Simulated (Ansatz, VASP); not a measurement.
SiC2 in VASP and in Ansatz

POSCAR

```
SiC2
1.0
    2.9232701693      0.0000000000      0.0000000000
   -1.4616350847      2.5316262288      0.0000000000
    0.0000000000      0.0000000000      7.4136177446
C Si
4 2
Direct
    0.6666666667      0.3333333333      0.5367424683
    0.3333333333      0.6666666667      0.2555560122
    0.3333333333      0.6666666667      0.4632575317
    0.6666666667      0.3333333333      0.7444439878
    0.0000000000      0.0000000000      0.8389089478
    0.0000000000      0.0000000000      0.1610910522
```

The input INCAR.step1:

```
SYSTEM = SiC2
  ALGO = Normal
  EDIFF = 1E-5
  ENCUT = 520
  GGA = PE
  ISIF = 2
  ISMEAR = 0
  LASPH = .TRUE.
  LCHARG = .FALSE.
  LREAL = .FALSE.
  LWAVE = .TRUE.
  NBANDS = 21
  NELM = 100
  PREC = Accurate
  SIGMA = 0.01
```

Contents of INCAR.step2:

```
SYSTEM = SiC2
  AEXX = 0.25
  ALGO = Normal
  EDIFF = 1E-6
  ENCUT = 520
  GGA = PE
  ISIF = 2
  ISMEAR = 0
  ISTART = 1
  LASPH = .TRUE.
  LCHARG = .FALSE.
  LHFCALC = .TRUE.
  LREAL = .FALSE.
  LWAVE = .FALSE.
  NBANDS = 21
  NELM = 100
  PREC = Accurate
  PRECFOCK = Fast
  SIGMA = 0.01
```

File KPOINTS:

```
k-points
0
G
  6 6 2
  0 0 0
```

Input for Ansatz:

```yaml
crystal:
  lattice:
    - [2.9232701693, 0.0, 0.0]
    - [-1.4616350847, 2.5316262288, 0.0]
    - [0.0, 0.0, 7.4136177446]
  atoms:
    - { symbol: C, position: [0.6666666667, 0.3333333333, 0.5367424683] }
    - { symbol: C, position: [0.3333333333, 0.6666666667, 0.2555560122] }
    - { symbol: Si, position: [0.0, 0.0, 0.8389089478] }
    - { symbol: C, position: [0.3333333333, 0.6666666667, 0.4632575317] }
    - { symbol: Si, position: [0.0, 0.0, 0.1610910522] }
    - { symbol: C, position: [0.6666666667, 0.3333333333, 0.7444439878] }
kpoints:
  mp_grid: { grid: [6, 6, 2] }
  band_path:
    path:
      - [0.0, 0.0, 0.0]
      - [0.5, 0.0, 0.0]
      - [0.3333333333, 0.3333333333, 0.0]
      - [0.0, 0.0, 0.5]
      - [0.5, 0.0, 0.5]
      - [0.3333333333, 0.3333333333, 0.5]
      - [0.0, 0.5, 0.0]
    npoints: 1
hamiltonian:
  xc: pbe0
scf:
  occupations: { method: fixed }
  n_extra_bands: 5
output:
  forces: true
  stress: true
  eigenvalues: true
```

Alike in both runs: task single point; functional PBE0; k mesh 6 × 6 × 2; no spin polarisation.

|  | VASP | Ansatz |
| --- | --- | --- |
| version | VASP 6.6.1 | Ansatz 0.2.0 |
| potentials or method | VASP PAW PBE potentials, release 64 (C, Si) | plane waves, PAW |
| plane-wave cutoff (eV) | 520 | 420 |
| occupations | gaussian, width 0.01 eV | fixed |
| valence electrons in the cell | 24 | 24 |

|  | VASP | Ansatz | Ansatz less VASP |
| --- | --- | --- | --- |
| gap on the k mesh at the Fermi level (eV) | 1.81 | 1.78 | -0.031 |
| pressure (GPa) | -3.3 | -3.0 | +0.29 |
| rms of the force components (eV/Å) | 0.062 | 0.067 | +0.0051 |

Ansatz's warnings: metallic iterate, stress exchange threshold loose, stress scf threshold loose.

The k mesh is coarse, so the values compare programs but aren't converged.
